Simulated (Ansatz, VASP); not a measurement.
KI: VASP beside Ansatz

File POSCAR:

```
KI
1.0
    0.0000000000      3.0789780270      4.6184670405
    3.0789780270      0.0000000000      4.6184670405
    3.0789780270      3.0789780270      0.0000000000
K I
1 1
Direct
    0.0000000000      0.0000000000      0.0000000000
    0.5000000000      0.5000000000      0.5000000000
```

File INCAR.step1:

```
ALGO = Normal ; EDIFF = 1E-4
ENCUT = 520 ; GGA = PE
ISMEAR = 0 ; LASPH = True
LCHARG = False ; LREAL = False
LWAVE = True ; NBANDS = 15
NELM = 80 ; PREC = Accurate
SIGMA = 0.05
```

INCAR.step2

```
ALGO = Normal ; EDIFF = 1E-7
ENCUT = 520 ; ISIF = 2
ISMEAR = 0 ; ISTART = 1
LASPH = True ; LCHARG = False
LMIXTAU = True ; LREAL = False
LWAVE = False ; METAGGA = R2SCAN
NBANDS = 15 ; NELM = 80
PREC = Accurate ; SIGMA = 0.05
```

Contents of KPOINTS:

```
k-points
0
Gamma
  6 6 6
```

Input for Ansatz:

```yaml
crystal:
  lattice:
    - [0.0, 3.078978027, 4.6184670405]
    - [3.078978027, 0.0, 4.6184670405]
    - [3.078978027, 3.078978027, 0.0]
  atoms:
    - { symbol: K, position: [0.0, 0.0, 0.0] }
    - { symbol: I, position: [0.5, 0.5, 0.5] }
basis:
  ecutwfc: 500
kpoints:
  mp_grid: { grid: [6, 6, 6] }
hamiltonian:
  xc: r2scan
scf:
  occupations: { method: gaussian, width: 0.05 }
output:
  forces: true
  stress: true
  eigenvalues: true
```

Alike in both runs: task single point; functional r2SCAN; k mesh 6 × 6 × 6; occupations gaussian, width 0.05 eV; no spin polarisation.

|  | VASP | Ansatz |
| --- | --- | --- |
| version | VASP 6.6.1 | Ansatz 0.2.0 |
| potentials or method | VASP PAW PBE potentials, release 64 (K_sv, I), cutoff 520 eV | scalar-relativistic, plane waves, PAW |
| valence electrons in the cell | 16 | 26 |

Ansatz gave:

```
gap on the k mesh at the Fermi level (eV)                     : 4.09
least direct gap on the mesh (eV)                             : 4.09
pressure (GPa)                                                : 5.8
traceless stress, the component that is largest in VASP (GPa) : -6.86
```

Task: Estimate VASP's values.

Result: gap on the k mesh at the Fermi level (eV): 4.08; least direct gap on the mesh (eV): 4.08; pressure (GPa): 5.8; traceless stress, the component that is largest in VASP (GPa): -6.93.

VASP's potentials were made for PBE, not for r2SCAN. The functional is the same, so the differences come from potentials, cutoffs and numerics. VASP's potentials hold 16 valence electrons a cell and Ansatz's 26, so a difference there can come from the potentials and not from the codes.

Neither program's run includes spin-orbit coupling.
